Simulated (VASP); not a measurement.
Input of a VASP 6.6.1 run:

The input INCAR:

```
SYSTEM = ZnPb2
PREC = Accurate ; ENCUT = 600
EDIFF = 1E-6 ; ISMEAR = 0
SIGMA = 0.1 ; LREAL = .FALSE.
LASPH = .TRUE. ; NELM = 100
ALGO = Normal ; ISIF = 3
LWAVE = .FALSE. ; LCHARG = .FALSE.
GGA = PE ; IBRION = 2
NSW = 90 ; EDIFFG = -0.04
```

The input KPOINTS:

```
regular mesh
0
G
  6 6 6
  0 0 0
```

The input POSCAR:

```
ZnPb2
1.0
    4.8650014302      0.0000000000      0.0000000000
   -2.4325007152      4.2132148281      0.0000000000
    0.0000000000      0.0000000000      3.4218678407
Zn Pb
1 2
Direct
    0.0000000000      0.0000000000      0.0000000000
    0.3333333333      0.6666666667      0.5000000000
    0.6666666667      0.3333333333      0.5000000000
```

Potentials or basis: VASP PAW PBE potentials, release 64 (Zn, Pb_d).

Command:

```sh
$ cat potpaw_PBE.64/Zn/POTCAR potpaw_PBE.64/Pb_d/POTCAR > POTCAR
$ mpirun -np 1 vasp_std > vasp.out
```

(1) Predict the band gap on the k mesh.

(2) Estimate the relaxed cell.

(3) Predict the space group after relaxing (to 0.05 Å).

(4) What does it give for the relaxed volume?

Answers

(1) zero (band 20 reaches 7.38 eV, above the bottom of band 21 at 3.61 eV).

(2) a = 5.459 Å, b = 5.459 Å, c = 3.310 Å, α = 90.00°, β = 90.00°, γ = 120.00°.

(3) P6/mmm (No. 191).

(4) 28.48 Å³/atom.

Caveat: the volume moved by over 15 % at a fixed basis, so the end points are rough; spin-orbit coupling is left out, which moves the levels of the heavy elements.
